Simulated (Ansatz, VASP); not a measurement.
One calculation of NiO, two programs

POSCAR

```
NiO
1.0
    2.0942984970      2.0942984970      0.0000000000
   -2.0942984970      2.0942984970      0.0000000000
    0.0000000000      0.0000000000      4.1885969940
Ni O
2 2
Direct
    0.0000000000      0.0000000000      0.0000000000
    0.5000000000      0.5000000000      0.5000000000
    0.5000000000      0.5000000000      0.0000000000
    0.0000000000      0.0000000000      0.5000000000
```

The input INCAR.step1:

```
SYSTEM = NiO
  PREC = Accurate
  ENCUT = 520
  ISMEAR = 0
  SIGMA = 0.02
  LREAL = .False.
  LASPH = .True.
  NELM = 150
  ISPIN = 2
  MAGMOM = 1.84 1.84 0.31 0.31
  LMAXMIX = 4
  NBANDS = 28
  GGA = PE
  ALGO = Normal
  EDIFF = 1E-4
  LWAVE = .True.
  LCHARG = .False.
```

The input INCAR.step2:

```
SYSTEM = NiO
  PREC = Accurate
  ENCUT = 520
  EDIFF = 1E-6
  ISMEAR = 0
  SIGMA = 0.02
  LREAL = .False.
  LASPH = .True.
  NELM = 150
  ALGO = Normal
  ISIF = 2
  LWAVE = .False.
  LCHARG = .False.
  ISPIN = 2
  MAGMOM = 1.84 1.84 0.31 0.31
  LORBIT = 11
  LMAXMIX = 4
  METAGGA = R2SCAN
  LMIXTAU = .True.
  NBANDS = 28
  ISTART = 1
```

The input KPOINTS:

```
Automatic mesh
0
Gamma
  10 10 8
  0 0 0
```

Input for Ansatz:

```yaml
crystal:
  lattice:
    - [2.0942984958, 2.0942984958, 0.0]
    - [-2.0942984958, 2.0942984958, 0.0]
    - [0.0, 0.0, 4.1885969916]
  atoms:
    - { symbol: Ni, position: [0.0, 0.0, 0.0], spin: 1.84 }
    - { symbol: Ni, position: [0.5, 0.5, 0.5], spin: 1.84 }
    - { symbol: O, position: [0.5, 0.5, 0.0], spin: 0.31 }
    - { symbol: O, position: [0.0, 0.0, 0.5], spin: 0.31 }
basis:
  ecutwfc: 500
kpoints:
  mp_grid: { grid: [10, 10, 8] }
hamiltonian:
  xc: r2scan
scf:
  occupations: { method: gaussian, width: 0.02 }
output:
  forces: true
  stress: true
  eigenvalues: true
  populations: true
magnetization:
  spin_polarized: true
```

Alike in both runs: task single point; functional r2SCAN; k mesh 10 × 10 × 8; occupations gaussian, width 0.02 eV; collinear spin.

```csv
,VASP,Ansatz
version,VASP 6.6.1,Ansatz 0.2.0
potentials or method,"VASP PAW PBE potentials, release 64 (Ni, O), cutoff 520 eV","scalar-relativistic, plane waves, PAW"
valence electrons in the cell,32,48
```

Ansatz gave:

| Quantity | Value |
| --- | --- |
| gap on the k mesh at the Fermi level (eV) | 0.82 |
| least direct gap on the mesh (eV) | 1.73 |
| pressure (GPa) | 0.0 |
| traceless stress, the component that is largest in VASP (GPa) | 0.00 |
| net moment per atom (μB) | 1.00 |
| size of the moment on the site where the two differ most (μB) | 1.67 |

Question: What did VASP give for the same quantities?

Answer: gap on the k mesh at the Fermi level (eV): 0.74; least direct gap on the mesh (eV): 1.65; pressure (GPa): -0.1; traceless stress, the component that is largest in VASP (GPa): -0.13; net moment per atom (μB): 1.00; size of the moment on the site where the two differ most (μB): 1.69.

VASP's potentials were made for PBE, not for r2SCAN. Site moments also hang on the region over which each program counts them. The functional is the same, so the differences come from potentials, cutoffs and numerics. VASP's potentials hold 32 valence electrons a cell and Ansatz's 48, so a difference there can come from the potentials and not from the codes. Ansatz's warnings: stability check not made.
